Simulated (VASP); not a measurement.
TiSi: single point with PBEsol

TiSi:

```xyz
2
Lattice="1.8707 -2.1812 0.0000 1.8707 2.1812 0.0000 0.0000 0.0000 3.6898" Properties=species:S:1:pos:R:3 pbc="T T T"
Ti    1.8707    0.0000    0.0000
Si    0.0000    0.0000    1.8449
```

This cell differs from its parent crystal: strain +0.030 along x and y, -0.030 along z.

* Program: VASP 6.6.1
* Task: single point
* Functional: PBEsol
* Potentials or basis: VASP PAW PBE potentials, release 64 (Ti_sv, Si)
* Cutoff: 520 eV
* k mesh: 18 × 18 × 12
* Occupations: gaussian, width 0.15 eV
* Spin: no spin polarisation

| Quantity | Value |
| --- | --- |
| Pressure | -6.5 GPa |
| Band gap on the k mesh | zero (bands 8 and 9 overlap by 1.25 eV) |

Stress tensor (GPa, compression positive):
```
-9.34  0.00  0.00
 0.00 -7.53  0.00
 0.00  0.00 -2.75
```

Levels at points of the mesh, in eV from the Fermi level:
```csv
k point,band 4,band 5,band 6,band 7,band 8,band 9,band 10,band 11,band 12,band 13
"(0.00, 0.00, 0.00)",-32.58,-11.38,-2.13,-1.08,-0.95,1.53,2.19,2.60,4.53,5.27
"(0.50, 0.00, 0.00)",-32.59,-7.63,-6.12,-2.41,-0.77,1.38,2.17,4.02,5.08,5.84
"(0.50, 0.50, 0.00)",-32.89,-6.02,-3.69,-1.62,-1.26,-0.56,-0.18,2.95,3.35,3.82
"(0.00, 0.00, 0.50)",-32.58,-9.85,-6.29,-0.70,0.25,1.05,1.40,2.71,6.81,7.53
"(0.50, 0.00, 0.50)",-32.59,-7.73,-4.42,-2.68,-1.65,1.53,1.56,1.80,3.50,5.41
"(0.50, 0.50, 0.50)",-32.92,-4.68,-3.77,-3.41,-3.33,2.26,2.41,2.76,3.83,4.38
```

Run time: 2.1 min on 1 thread of Intel(R) Xeon(R) Platinum 8124M CPU @ 3.00GHz (Skylake/Cascade Lake) (shared host), peak memory 0.38 GiB.

Caveat: the cell differs from its parent crystal (strain +0.030 along x and y, -0.030 along z); the cell stands under tension; the PAW data sets were made with another functional, which shifts forces and pressure a little.
